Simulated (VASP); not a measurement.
# Eu in VASP: a series of runs, part 2 of 2

VASP 6.6.1. Earlier steps stand in the parts before.

## Step 4: Single point, PBE, collinear spin, ferromagnetic start

This run uses another cell than the first one, of 46.01 Å³/atom.

The input, INCAR:

```
ALGO = Normal
EDIFF = 1E-6
ENCUT = 520
GGA = PE
ISIF = 2
ISMEAR = -1
ISPIN = 2
LASPH = T
LCHARG = F
LMAXMIX = 6
LORBIT = 11
LREAL = F
LWAVE = F
MAGMOM = 7
NBANDS = 18
NELM = 150
PREC = Accurate
SIGMA = 0.05
```

The input, KPOINTS:

```
k-points
0
Gamma
  8 8 8
```

The input, POSCAR:

```
Eu
1.0
    0.0000000000      2.8440087898      2.8440087898
    2.8440087898      0.0000000000      2.8440087898
    2.8440087898      2.8440087898      0.0000000000
Eu
1
Direct
    0.0000000000      0.0000000000      0.0000000000
```

Potentials or basis: VASP PAW PBE potentials, release 64 (Eu).

Command:

```bash
$ cat potpaw_PBE.64/Eu/POTCAR > POTCAR
$ mpirun -np 1 vasp_std > vasp.out
```

OUTCAR:

```text
EDIFF = 1E-6
   ENCUT = 520
   GGA = PE
   ISIF = 2
   ISMEAR = -1
   ISPIN = 2
   LASPH = T
   LORBIT = 11
   LREAL = F
   NELM = 150
   PREC = Accurate

 ion  position               nearest neighbor table
   1  0.000  0.000  0.000-

  LATTYP: Found a face centered cubic cell.
 ALAT       =     5.6880175796

  Lattice vectors:

 A1 = (   0.0000000000,   2.8440087898,   2.8440087898)
 A2 = (   2.8440087898,   0.0000000000,   2.8440087898)
 A3 = (   2.8440087898,   2.8440087898,   0.0000000000)

Analysis of symmetry for initial positions (statically):
=====================================================================
 Subroutine PRICEL returns:
[... 1212 lines left out ...]
  Total       -0.4371035     -0.4371035     -0.4371035     -0.0000000     -0.0000000     -0.0000000
  in kB      -15.2220106    -15.2220106    -15.2220106     -0.0000000     -0.0000000     -0.0000000
  external PRESSURE =     -15.2220106 kB  Pullay stress =       0.0000000 kB

 VOLUME and BASIS-vectors are now :
 -----------------------------------------------------------------------------
  energy-cutoff  :      520.00
  volume of cell :       46.01
      direct lattice vectors                 reciprocal lattice vectors
     0.000000000  2.844008790  2.844008790    -0.175808177  0.175808177  0.175808177
     2.844008790  0.000000000  2.844008790     0.175808177 -0.175808177  0.175808177
     2.844008790  2.844008790  0.000000000     0.175808177  0.175808177 -0.175808177

 POSITION                                       TOTAL-FORCE (eV/Angst)
 -----------------------------------------------------------------------------------
      0.00000      0.00000      0.00000         0.000000     -0.000000     -0.000000
 -----------------------------------------------------------------------------------
    total drift:                               -0.000000     -0.000000     -0.000000

  FREE ENERGIE OF THE ION-ELECTRON SYSTEM (eV)
  ---------------------------------------------------
  free  energy   TOTEN  =       -11.4477045476 eV

  energy  without entropy=      -11.4344278791  energy(sigma->0) =      -11.44106621

 total charge

# of ion       s       p       d       f       tot
--------------------------------------------------
    1        2.079   5.713   0.275   6.656  14.724

 magnetization (x)

# of ion       s       p       d       f       tot
--------------------------------------------------
    1       -0.001  -0.091   0.172   6.655   6.735
```

Run time: 1.8 min. Hardware: 1 thread of Oxide Virtual Turin-like, shared host; peak memory 0.18 GiB.

What came out:

```yaml
Free_energy: -11.4477 eV
Pressure: -1.5 GPa
Net_moment: 7.52 μB per cell
Site_moments: Eu +6.74 μB
Valence_electrons_inside_the_program's_atomic_spheres: Eu 14.72
```

Caveat: spin-orbit coupling is left out, which moves the levels of the heavy elements; semilocal functionals describe open f shells poorly, which spoils levels, moments and volumes. The state reached can hang on the start; a lower one may exist.

## Step 5: Single point, PBE, collinear spin, ferromagnetic start (the cell strained at random)

The input, INCAR:

```
SYSTEM = Eu
PREC = Accurate
ENCUT = 520
EDIFF = 1E-6
ISMEAR = -1
SIGMA = 0.05
LREAL = .FALSE.
LASPH = .TRUE.
NELM = 150
ALGO = Normal
ISIF = 2
LWAVE = .FALSE.
LCHARG = .FALSE.
ISPIN = 2
MAGMOM = 7
LORBIT = 11
LMAXMIX = 6
GGA = PE
NBANDS = 18
```

The input, KPOINTS:

```
Automatic mesh
0
G
  8 8 8
  0 0 0
```

The input, POSCAR:

```
Eu
1.0
   -0.0475900000      2.8164220000      2.7786560000
    2.7882370000     -0.0436730000      2.7747380000
    2.7362850000      2.7605530000      0.0082790000
Eu
1
Direct
    0.0087920000      0.0019190000     -0.0124130000
```

Potentials or basis: VASP PAW PBE potentials, release 64 (Eu).

Command:

```bash
$ cat potpaw_PBE.64/Eu/POTCAR > POTCAR
$ mpirun -np 1 vasp_std > vasp.out
```

OUTCAR:

```text
SYSTEM = Eu
   PREC = Accurate
   ENCUT = 520
   EDIFF = 1E-6
   ISMEAR = -1
   LREAL = .FALSE.
   LASPH = .TRUE.
   NELM = 150
   ISIF = 2
   ISPIN = 2
   LORBIT = 11
   GGA = PE

 ion  position               nearest neighbor table
   1  0.009  0.002  0.988-

  LATTYP: Found a triclinic cell.
 ALAT       =     3.8868981218
 B/A-ratio  =     1.0120850188
 C/A-ratio  =     1.0105379875
 COS(alpha) =     0.0050138797
 COS(beta)  =     0.4873400219
 COS(gamma) =     0.4925799242

  Lattice vectors:

 A1 = (   2.7362850000,   2.7605530000,   0.0082790000)
 A2 = (   2.7882370000,  -0.0436730000,   2.7747380000)
 A3 = (   2.7838750000,  -0.0558690000,  -2.7703770000)

Analysis of symmetry for initial positions (statically):
=====================================================================
 Subroutine PRICEL returns:
 Original cell was already a primitive cell.

 Routine SETGRP: Setting up the symmetry group for a
 triclinic supercell.

 Subroutine GETGRP returns: Found  2 space group operations
 (whereof  1 operations were pure point group operations)
 out of a pool of  2 trial point group operations.

The static configuration has the point symmetry C_1 .
[... 688 lines left out ...]

 [... further k-points ...]

 spin component 2

 k-point     1 :       0.0000    0.0000    0.0000
  band No.  band energies     occupation
      1     -36.5277      1.00000
      2     -15.9047      1.00000
      3     -15.8957      1.00000
      4     -15.8862      1.00000
      5      -1.4689      1.00000
      6       4.6408      0.00000
[... 493 lines left out ...]
     17       8.0818      0.00000
     18      11.3406      0.00000

 [... further k-points ...]

------------------------ aborting loop because EDIFF is reached ----------------------------------------

  FORCE on cell =-STRESS in cart. coord.  units (eV):
  Direction    XX          YY          ZZ          XY          YZ          ZX
  --------------------------------------------------------------------------------------
  -------------------------------------------------------------------------------------
  Total       -0.2158519     -0.2426468     -0.2070814      0.1518576     -0.0186544     -0.0066532
  in kB       -7.9680025     -8.9571135     -7.6442475      5.6057041     -0.6886131     -0.2455965
  external PRESSURE =      -8.1897878 kB  Pullay stress =       0.0000000 kB

 VOLUME and BASIS-vectors are now :
 -----------------------------------------------------------------------------
  energy-cutoff  :      520.00
  volume of cell :       43.40
      direct lattice vectors                 reciprocal lattice vectors
    -0.047590000  2.816422000  2.778656000    -0.176490596  0.174398960  0.180094170
     2.788237000 -0.043673000  2.774738000     0.176194235 -0.175186896  0.180585618
     2.736285000  2.760553000  0.008279000     0.182849932  0.181546232 -0.180882043

 POSITION                                       TOTAL-FORCE (eV/Angst)
 -----------------------------------------------------------------------------------
      2.70725      2.75096      0.03793         0.000000      0.000000      0.000000
 -----------------------------------------------------------------------------------
    total drift:                               -0.000003     -0.000006      0.000019

  FREE ENERGIE OF THE ION-ELECTRON SYSTEM (eV)
  ---------------------------------------------------
  free  energy   TOTEN  =       -11.4630816427 eV

  energy  without entropy=      -11.4504966787  energy(sigma->0) =      -11.45678916

 total charge

# of ion       s       p       d       f       tot
--------------------------------------------------
    1        2.082   5.709   0.300   6.639  14.731

 magnetization (x)

# of ion       s       p       d       f       tot
--------------------------------------------------
    1       -0.000  -0.089   0.185   6.638   6.734
```

Wall time 9.4 min (1 thread of Oxide Virtual Turin-like, shared host); peak memory 0.43 GiB.

What came out:

- Free energy: -11.4631 eV
- Pressure: -0.8 GPa
- Net moment: 7.52 μB per cell
- Site moments: Eu +6.73 μB
- Valence electrons inside the program's atomic spheres: Eu 14.73

Levels at points of the mesh, in eV from the Fermi level:
Spin up:
```
           k point  band 9  band 10  band 11  band 12  band 13  band 14  band 15  band 16
(0.00, 0.00, 0.00)   -0.45    -0.35    -0.34    -0.34     1.57     1.78     1.92     3.57
(0.50, 0.00, 0.00)   -0.44    -0.35    -0.34    -0.34     0.45     1.57     1.76     4.79
(0.00, 0.50, 0.00)   -0.44    -0.35    -0.34    -0.34     0.46     1.54     1.77     4.79
(0.50, 0.50, 0.00)   -0.47    -0.45    -0.36    -0.35    -0.34     1.80     5.00     5.32
(0.00, 0.00, 0.50)   -0.42    -0.34    -0.34    -0.34     0.63     1.41     1.74     4.94
(0.50, 0.00, 0.50)   -0.46    -0.44    -0.36    -0.36    -0.34     1.67     4.96     5.35
(0.00, 0.50, 0.50)   -0.47    -0.44    -0.36    -0.36    -0.34     1.76     4.94     5.33
(0.50, 0.50, 0.50)   -0.42    -0.34    -0.34    -0.34     0.60     1.40     1.77     4.91
```
Spin down:
```csv
k point,band 3,band 4,band 5,band 6,band 7,band 8
"(0.00, 0.00, 0.00)",-17.83,-17.82,-3.40,2.71,2.94,3.09
"(0.50, 0.00, 0.00)",-17.89,-17.88,-0.81,1.34,2.65,2.84
"(0.00, 0.50, 0.00)",-17.89,-17.88,-0.80,1.36,2.62,2.85
"(0.50, 0.50, 0.00)",-18.03,-17.99,-0.58,0.47,2.76,4.14
"(0.00, 0.00, 0.50)",-17.91,-17.90,-0.73,1.54,2.47,2.80
"(0.50, 0.00, 0.50)",-18.00,-18.00,-0.60,0.50,2.64,4.17
"(0.00, 0.50, 0.50)",-18.01,-18.00,-0.59,0.49,2.72,4.16
"(0.50, 0.50, 0.50)",-17.91,-17.90,-0.74,1.51,2.46,2.84
```

Caveat: the cell differs from its parent crystal (the cell strained at random); spin-orbit coupling is left out, which moves the levels of the heavy elements; semilocal functionals describe open f shells poorly, which spoils levels, moments and volumes.

## Step 6: Summary

```tsv
cell	gap on the mesh (eV)	pressure (GPa)	moment (μB)
a = 3.971 Å, angles 60.0°, 1 atom	none	-1.1	7.53
a = 3.997 Å, angles 60.0°, 1 atom	none	-1.3	7.53
a = 4.022 Å, angles 60.0°, 1 atom	none	-1.5	7.52
a = 3.957, b = 3.934, c = 3.887 Å, angles 60.5, 60.1, 61.4°, 1 atom	none	-0.8	7.52
```

Alike in all rows: task single point; level PBE; potentials or basis VASP PAW PBE potentials, release 64 (Eu); spin collinear, ferromagnetic start; k mesh 8 × 8 × 8; cutoff (eV) 520; smearing fermi-dirac 0.05 eV.

Caveats: spin-orbit coupling is left out, which moves the levels of the heavy elements; semilocal functionals describe open f shells poorly, which spoils levels, moments and volumes.

Total energies depend on the potentials used, so only differences within one code and one set of settings carry meaning.
